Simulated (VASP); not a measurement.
Input of a VASP 6.6.1 run:

INCAR

```
PREC = Accurate
ENCUT = 520
EDIFF = 1E-6
ISMEAR = 0
SIGMA = 0.05
LREAL = False
LASPH = True
NELM = 100
ALGO = Normal
ISIF = 2
LWAVE = False
LCHARG = False
GGA = PE
NBANDS = 18
```

File KPOINTS:

```
Automatic mesh
0
Gamma
  9 9 6
```

The input POSCAR:

```
LiF
1.0
    3.1955814611      0.0000000000      0.0000000000
   -1.5977907305      2.7674547252      0.0000000000
    0.0000000000      0.0000000000      4.6904744686
Li F
2 2
Direct
    0.3333333333      0.6666666667      0.3912714954
    0.6666666667      0.3333333333      0.8912714954
    0.3333333333      0.6666666667      0.9939266766
    0.6666666667      0.3333333333      0.4939266766
```

Potentials or basis: VASP PAW PBE potentials, release 64 (Li_sv, F).

Launch:

```sh
$ cat potpaw_PBE.64/Li_sv/POTCAR potpaw_PBE.64/F/POTCAR > POTCAR
$ mpirun -np 1 vasp_std > vasp.out
```

Estimate the largest force.

0.100 eV/Å.

What does it give for the band gap on the k mesh?

7.48 eV, direct.

Forces in eV/Å, atoms in the order of the input:
```
Li   0.000  0.000  0.100
Li   0.000  0.000  0.100
F    0.000  0.000 -0.100
F    0.000  0.000 -0.100
```

 A k mesh can miss the band edges.
